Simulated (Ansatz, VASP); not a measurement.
One calculation of AlN, two programs

File INCAR:

```
  PREC = Accurate
  ENCUT = 600
  EDIFF = 1E-7
  ISMEAR = 0
  SIGMA = 0.02
  LREAL = False
  LASPH = True
  NELM = 80
  ALGO = Normal
  ISIF = 3
  LWAVE = False
  LCHARG = False
  GGA = PE
  IBRION = 2
  NSW = 100
  EDIFFG = -0.01
```

Contents of KPOINTS:

```
Automatic mesh
0
Gamma
  4 4 8
```

POSCAR

```
AlN
1.0
    5.3291138000      0.0000000000      0.0000000000
    0.0000000000      5.3291138000      0.0000000000
    0.0000000000      0.0000000000      3.1218369000
Al N
4 4
Direct
    0.6769860000      0.6769860000      0.0000000000
    0.1769860000      0.8230140000      0.5000000000
    0.8230140000      0.1769860000      0.5000000000
    0.3230140000      0.3230140000      0.0000000000
    0.8154210000      0.8154210000      0.5000000000
    0.1845790000      0.1845790000      0.5000000000
    0.6845790000      0.3154210000      0.0000000000
    0.3154210000      0.6845790000      0.0000000000
```

Input for Ansatz:

```yaml
crystal:
  lattice:
    - [5.3291138, 0.0, 0.0]
    - [0.0, 5.3291138, 0.0]
    - [0.0, 0.0, 3.1218369]
  atoms:
    - { symbol: Al, position: [0.676986, 0.676986, 0.0] }
    - { symbol: Al, position: [0.176986, 0.823014, 0.5] }
    - { symbol: Al, position: [0.823014, 0.176986, 0.5] }
    - { symbol: Al, position: [0.323014, 0.323014, 0.0] }
    - { symbol: "N", position: [0.815421, 0.815421, 0.5] }
    - { symbol: "N", position: [0.184579, 0.184579, 0.5] }
    - { symbol: "N", position: [0.684579, 0.315421, 0.0] }
    - { symbol: "N", position: [0.315421, 0.684579, 0.0] }
basis:
  ecutwfc: 420
kpoints:
  mp_grid: { grid: [4, 4, 8] }
hamiltonian:
  xc: pbe
scf:
  occupations: { method: gaussian, width: 0.02 }
output:
  forces: true
  stress: true
  eigenvalues: true
  write_density: true
  write_potential: true
  elf: true
  volumetric_format: npy
relax:
  adjacent_minimum: "off"
  f_tol: 0.01
  max_steps: 80
  cell: { stress_tol: 0.05 }
```

Alike in both runs: task relaxation of cell and atoms; functional PBE; k mesh 4 × 4 × 8; occupations gaussian, width 0.02 eV; no spin polarisation.

```csv
,VASP,Ansatz
version,VASP 6.6.1,Ansatz 0.2.0
potentials or method,"VASP PAW PBE potentials, release 64 (Al, N), cutoff 600 eV","scalar-relativistic, plane waves, PAW"
valence electrons in the cell,32,32
```

Ansatz gave:

```
gap on the k mesh at the Fermi level, each at its own relaxed structure (eV)  : 3.74
relaxed volume (Å³/atom)                                                      : 11.08
relaxed length of the cell vector where the two differ most in proportion (Å) : 3.122
```

**Question.** Which values does VASP return?

**Answer.** gap on the k mesh at the Fermi level, each at its own relaxed structure (eV): 3.76; relaxed volume (Å³/atom): 11.06; relaxed length of the cell vector where the two differ most in proportion (Å): 3.120.
